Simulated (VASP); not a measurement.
Write the native input for VASP 6.6.1 that does the following.

```
Task                   : single point
Functional             : r2SCAN
Potentials or basis    : VASP PAW PBE potentials, release 64 (Yb)
Cutoff                 : 520 eV
k mesh                 : 11 × 11 × 11
Occupations            : fermi-dirac, width 0.1 eV
Spin                   : no spin polarisation
Dipole correction      : no
Further INCAR settings : ALGO = Normal; EDIFF = 1e-06; NBANDS = 18
```

The system is Yb.

```
Yb
1.0
     3.33572    0.00000    0.00000
     0.00000    3.33572    0.00000
     0.00000    0.00000    3.33572
Yb
1
Cartesian
  0.0000 0.0000 0.0000
```

This cell differs from its parent crystal: volume scaled by 1.04.

The input as run:

POSCAR

```
Yb
1.0
    3.3357161471      0.0000000000      0.0000000000
    0.0000000000      3.3357161471      0.0000000000
    0.0000000000      0.0000000000      3.3357161471
Yb
1
Direct
    0.0000000000      0.0000000000      0.0000000000
```

INCAR.step1

```
SYSTEM = Yb
ALGO     = Normal         ! electronic algorithm
EDIFF    = 1E-4           ! SCF threshold, eV
ENCUT    = 520            ! plane-wave cutoff, eV
GGA      = PE             ! functional
ISMEAR   = -1             ! smearing method
LASPH    = .True.         ! aspherical terms in the spheres
LCHARG   = .False.        ! write CHGCAR
LREAL    = .False.        ! projectors in reciprocal space
LWAVE    = .True.         ! write WAVECAR
NBANDS   = 18             ! bands
NELM     = 80             ! most SCF steps
PREC     = Accurate       ! precision mode
SIGMA    = 0.1            ! smearing width, eV
```

INCAR.step2

```
SYSTEM = Yb
ALGO     = Normal         ! electronic algorithm
EDIFF    = 1E-6           ! SCF threshold, eV
ENCUT    = 520            ! plane-wave cutoff, eV
ISIF     = 2              ! what is computed and relaxed
ISMEAR   = -1             ! smearing method
ISTART   = 1            
LASPH    = .True.         ! aspherical terms in the spheres
LCHARG   = .False.        ! write CHGCAR
LMIXTAU  = .True.       
LREAL    = .False.        ! projectors in reciprocal space
LWAVE    = .False.        ! write WAVECAR
METAGGA  = R2SCAN         ! meta-GGA
NBANDS   = 18             ! bands
NELM     = 80             ! most SCF steps
PREC     = Accurate       ! precision mode
SIGMA    = 0.1            ! smearing width, eV
```

KPOINTS

```
k-points
0
Gamma
  11 11 11
  0 0 0
```

Potentials or basis: VASP PAW PBE potentials, release 64 (Yb).

Launch:

```console
$ cat potpaw_PBE.64/Yb/POTCAR > POTCAR
$ cp INCAR.step1 INCAR
$ mpirun -np 1 vasp_std > vasp.out
$ cp INCAR.step2 INCAR
$ mpirun -np 1 vasp_std > vasp.out
```

It gave:

```yaml
Pressure: -1.4 GPa
Band_gap_on_the_k_mesh: zero (band 12 reaches 1.63 eV, above the bottom of band 13 at 1.16 eV)
```

Caveat: the PAW data sets were made with another functional, which shifts forces and pressure a little; spin-orbit coupling is left out, which moves the levels of the heavy elements.

Wall time 3.2 min on 1 thread of Intel(R) Xeon(R) Platinum 8559C (Emerald Rapids) (shared host), peak memory 0.19 GiB.
